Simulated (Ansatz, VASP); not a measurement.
## Two plane-wave programs on SiNi

```
Ni Si
1.0
     3.28655    0.00000    0.00000
     0.00000    3.03868    0.00000
     0.00000    0.00000    4.71648
Ni Si
2 2
Direct
  0.25000 0.25000 0.34422
  0.75000 0.75000 0.65578
  0.25000 0.25000 0.84230
  0.75000 0.75000 0.15770
```

Alike in both runs: task single point; functional r2SCAN; k mesh 10 × 11 × 7; occupations gaussian, width 0.2058 eV; no spin polarisation.

|  | VASP | Ansatz |
| --- | --- | --- |
| version | VASP 6.6.1 | Ansatz 0.2.0 |
| potentials or method | VASP PAW PBE potentials, release 64 (Ni, Si), cutoff 520 eV | PAW plane waves |
| valence electrons in the cell | 28 | 44 |

|  | VASP | Ansatz | Ansatz less VASP |
| --- | --- | --- | --- |
| pressure (GPa) | -6.7 | -6.9 | -0.20 |
| traceless stress, the component that is largest in VASP (GPa) | -0.86 | -0.90 | -0.038 |
| rms of the force components (eV/Å) | 0.074 | 0.076 | +0.0020 |

VASP's potentials were made for PBE, not for r2SCAN. Atom by atom the forces differ by 0.002 eV/Å (rms over components). VASP's potentials hold 28 valence electrons a cell and Ansatz's 44, so a difference there can come from the potentials and not from the codes.
